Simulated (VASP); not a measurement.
A run of VASP 6.6.1 is set up as follows.

The input INCAR:

```
PREC = Accurate
ENCUT = 520
EDIFF = 1E-6
ISMEAR = -1
SIGMA = 0.05
LREAL = False
LASPH = True
NELM = 60
ALGO = Normal
ISIF = 2
LWAVE = False
LCHARG = True
GGA = PE
LELF = True
LVHAR = True
NBANDS = 27
```

File KPOINTS:

```
Automatic mesh
0
Gamma
  4 8 8
```

The input POSCAR:

```
MnO
1.0
    0.0000000000      4.4460000000      4.4460000000
    2.2230000000      0.0000000000      2.2230000000
    2.2230000000      2.2230000000      0.0000000000
Mn O
2 2
Direct
    0.0000000000      0.0000000000      0.0000000000
    0.5000000000      0.0000000000      0.0000000000
    0.2500000000      0.5000000000      0.5000000000
    0.7500000000      0.5000000000      0.5000000000
```

Potentials or basis: VASP PAW PBE potentials, release 64 (Mn_pv, O).

Command:

```sh
$ cat potpaw_PBE.64/Mn_pv/POTCAR potpaw_PBE.64/O/POTCAR > POTCAR
$ mpirun -np 1 vasp_std > vasp.out
```

**Question.** Predict the band gap on the k mesh.

**Answer.** Zero (bands 19 and 20 overlap by 0.75 eV).

**Question.** Predict the pressure.

**Answer.** -33.7 GPa.

Caveat: the cell stands under tension; the run has no spin polarisation, though such a crystal can be magnetic; semilocal functionals often make such compounds metallic where correlation or magnetic order opens a gap, which also shifts bond lengths. Spin polarisation is off, so any magnetic state and its effect on volume and gap are missing.
